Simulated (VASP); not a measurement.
Write the native input for VASP 6.6.1 that does the following.

```
Task                   : relaxation of cell and atoms
Functional             : PBE
Potentials or basis    : VASP PAW PBE potentials, release 64 (As)
Cutoff                 : 600 eV
k mesh                 : 4 × 2 × 1
Occupations            : gaussian, width 0.1 eV
Spin                   : no spin polarisation
Dipole correction      : no
Further INCAR settings : ALGO = Normal; EDIFF = 1e-06; IBRION = 2; EDIFFG = -0.025; NSW = 80; ISIF = 3
```

The structure of As lies in POSCAR:

```
As
1.0
    1.8477173077     -3.0987636249     -0.0612062115
   -5.4789054290     -3.0616708943     -0.0263759373
    0.0580581525     -0.2020941585    -12.2320270423
As
8
Direct
   -0.0057990197     -0.0046988578      0.1993496467
    0.4988033549      0.4977239848      0.2019757982
    0.0075026202     -0.0044334804      0.8031557793
    0.5066623355      0.4956465543      0.7981950363
    0.4725100031      0.8494922735      0.3188546940
    1.0059090528      0.3322858129      0.3128591790
    0.0089661066      0.6612901511      0.6829821635
    0.5054455467      0.1726935616      0.6826277030
```

The input as run:

INCAR

```
SYSTEM = As
PREC = Accurate
ENCUT = 600
EDIFF = 1E-6
ISMEAR = 0
SIGMA = 0.1
LREAL = .False.
LASPH = .True.
NELM = 60
ALGO = Normal
ISIF = 3
LWAVE = .False.
LCHARG = .False.
GGA = PE
IBRION = 2
NSW = 80
EDIFFG = -0.025
```

KPOINTS

```
Automatic mesh
0
Gamma
  4 2 1
  0 0 0
```

Potentials or basis: VASP PAW PBE potentials, release 64 (As).

Command:

```bash
$ cat potpaw_PBE.64/As/POTCAR > POTCAR
$ mpirun -np 1 vasp_std > vasp.out
```

Results of the run:

```json
{
  "Relaxed volume": "34.60 Å³/atom",
  "Relaxed cell": "a = 3.654 Å, b = 6.212 Å, c = 12.198 Å, α = 89.93°, β = 88.72°, γ = 90.00°",
  "Space group after relaxing (to 0.1 Å)": "P-1 (No. 2)",
  "Energy gained by relaxing": "29.3 meV/atom",
  "Ionic steps": "14",
  "Pressure after relaxing": "0.0 GPa",
  "Largest force after relaxing": "0.021 eV/Å",
  "Band gap on the k mesh": "1.48 eV"
}
```

Caveat: the k points lie up to 0.52 Å⁻¹ apart in the final cell; an odd mesh through Γ misses points on the zone boundary, where band edges can lie.

Wall time 10 min on 1 thread of Intel(R) Xeon(R) Platinum 8375C CPU @ 2.90GHz (Ice Lake) (shared host), peak memory 0.4 GiB.
